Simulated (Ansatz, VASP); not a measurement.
## Li, level by level in two programs

```
CELL_PARAMETERS angstrom
-1.71883 1.71883 1.71883
1.71883 -1.71883 1.71883
1.71883 1.71883 -1.71883
ATOMIC_POSITIONS crystal
Li 0.00000 0.00000 0.00000
```

Single points on this cell with VASP 6.6.1 and Ansatz 0.2.0. Each row is one pair of runs. Alike in all rows: spin: off; smearing: fermi-dirac, width 0.05 eV; VASP's potentials, cutoff: VASP PAW PBE potentials, release 64 (Li_sv), 520 eV.

| level | k mesh | Ansatz's potentials, cutoff | gap on the k mesh at the Fermi level (eV), VASP | gap on the k mesh at the Fermi level (eV), Ansatz |
| --- | --- | --- | --- | --- |
| r2SCAN+D3(BJ) | 11 × 11 × 11 | Ansatz PAW, 500 eV | none | none |
| revPBE | 11 × 11 × 11 | Ansatz PAW, 420 eV | none | none |
| PBEsol+D3(BJ) | 11 × 11 × 11 | Ansatz PAW, 420 eV | none | none |
| revPBE+D3(BJ) | 11 × 11 × 11 | Ansatz PAW, 420 eV | none | none |
| PBE | 11 × 11 × 11 | PseudoDojo standard (PBE files), 1007 eV | none | none |
| PBE0 | 6 × 6 × 6 | Ansatz PAW, 420 eV | none | none |

A gap of «none» marks a metal or a gap that the smearing closes.

The k mesh is coarse in some rows, so the values compare programs but aren't converged. Noted on VASP's runs: the cutoff is short for stress, so the pressure is rough. Noted on Ansatz's runs: the potentials were made for another functional, which shifts forces and pressure.
